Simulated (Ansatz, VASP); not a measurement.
One calculation of Mn, two programs

File INCAR:

```
SYSTEM = Mn
PREC = Accurate
ENCUT = 520
EDIFF = 1E-8
ISMEAR = -1
SIGMA = 0.05
LREAL = .False.
LASPH = .True.
NELM = 150
ALGO = Normal
ISIF = 2
LWAVE = .False.
LCHARG = .False.
ISPIN = 2
MAGMOM = 4
LORBIT = 11
LMAXMIX = 4
GGA = PE
LEFG = .True.
NBANDS = 16
```

The input KPOINTS:

```
Automatic mesh
0
Gamma
  14 14 14
  0 0 0
```

Contents of POSCAR:

```
Mn
1.0
    2.2876826683      0.0000000000      0.0000000000
    0.0000000000      2.2876826683      0.0000000000
    0.0000000000      0.0000000000      2.2876826683
Mn
1
Direct
    0.0000000000      0.0000000000      0.0000000000
```

Input for Ansatz:

```yaml
crystal:
  lattice:
    - [2.2876826683, 0.0, 0.0]
    - [0.0, 2.2876826683, 0.0]
    - [0.0, 0.0, 2.2876826683]
  atoms:
    - { symbol: Mn, position: [0.0, 0.0, 0.0], spin: 4.0 }
magnetization:
  spin_polarized: true
kpoints:
  mp_grid: { grid: [14, 14, 14] }
  band_path:
    path:
      - [0.0, 0.0, 0.0]
      - [0.0, 0.5, 0.0]
      - [0.5, 0.5, 0.0]
      - [0.0, 0.0, 0.0]
      - [0.5, 0.5, 0.5]
      - [0.0, 0.5, 0.0]
      - [0.5, 0.5, 0.5]
      - [0.5, 0.5, 0.0]
    npoints: 8
scf:
  occupations: { method: fermi_dirac, width: 0.05 }
hamiltonian:
  xc: pbe
  pseudopotentials: { kind: all_electron, datasets: crystal }
output:
  forces: true
  stress: true
  eigenvalues: true
  efg: { contact_densities: true }
```

Alike in both runs: task electric field gradients; functional PBE; k mesh 14 × 14 × 14; occupations fermi-dirac, width 0.05 eV; collinear spin.

|  | VASP | Ansatz |
| --- | --- | --- |
| version | VASP 6.6.1 | Ansatz 0.2.0 |
| potentials or method | VASP PAW PBE potentials, release 64 (Mn_pv), cutoff 520 eV | all-electron PAW with datasets made for the crystal, scalar-relativistic |

```tsv
	VASP	Ansatz	Ansatz less VASP
pressure (GPa)	0.2	0.1	-0.09
net moment per atom (μB)	0.47	0.48	+0.011
size of the moment on the site where the two differ most (μB)	0.47	0.47	-0.001
```

Site moments also hang on the region over which each program counts them. Ansatz ran all-electron here, and VASP with PAW potentials. Ansatz's warnings: band levels unverified.
